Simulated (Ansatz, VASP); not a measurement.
**Two plane-wave programs on Mo**

File INCAR:

```
SYSTEM = Mo
PREC = Accurate
ENCUT = 520
EDIFF = 1E-6
ISMEAR = -1
SIGMA = 0.1
LREAL = .False.
LASPH = .True.
NELM = 60
ALGO = Normal
ISIF = 2
LWAVE = .False.
LCHARG = .True.
GGA = PS
LELF = .True.
LVHAR = .True.
NBANDS = 13
```

KPOINTS

```
regular mesh
0
Gamma
  23 23 23
  0 0 0
```

The input POSCAR:

```
Mo
1.0
   -1.5864004248      1.5864004248      1.5864004248
    1.5864004248     -1.5864004248      1.5864004248
    1.5864004248      1.5864004248     -1.5864004248
Mo
1
Direct
    0.0000000000      0.0000000000      0.0000000000
```

Input for Ansatz:

```yaml
crystal:
  lattice:
    - [-1.5864004249, 1.5864004249, 1.5864004249]
    - [1.5864004249, -1.5864004249, 1.5864004249]
    - [1.5864004249, 1.5864004249, -1.5864004249]
  atoms:
    - { symbol: Mo, position: [0.0, 0.0, 0.0] }
hamiltonian:
  xc: pbesol
  pseudopotentials:
    kind: paw
    azcp:
      Mo: "pseudopotentials/Mo.paw.azcp"
basis:
  ecutwfc: 420
  fft_grid_basis: typed
kpoints:
  mp_grid: { grid: [23, 23, 23], shift: [0, 0, 0] }
magnetization:
  spin_polarized: false
scf:
  occupations: { method: fermi_dirac, width: 0.1 }
output:
  stress: true
```

Alike in both runs: task single point; functional PBEsol; k mesh 23 × 23 × 23; occupations fermi-dirac, width 0.1 eV; no spin polarisation.

|  | VASP | Ansatz |
| --- | --- | --- |
| version | VASP 6.6.1 | Ansatz 0.2.0 |
| potentials or method | VASP PAW PBE potentials, release 64 (Mo_sv), cutoff 520 eV | plane waves (420 eV) with PAW, scalar-relativistic |
| valence electrons in the cell | 14 | 14 |

|  | VASP | Ansatz | Ansatz less VASP |
| --- | --- | --- | --- |
| pressure (GPa) | -10.0 | -10.5 | -0.46 |

VASP's potentials were made for PBE, not for PBEsol, and Ansatz warns of the same on its side.
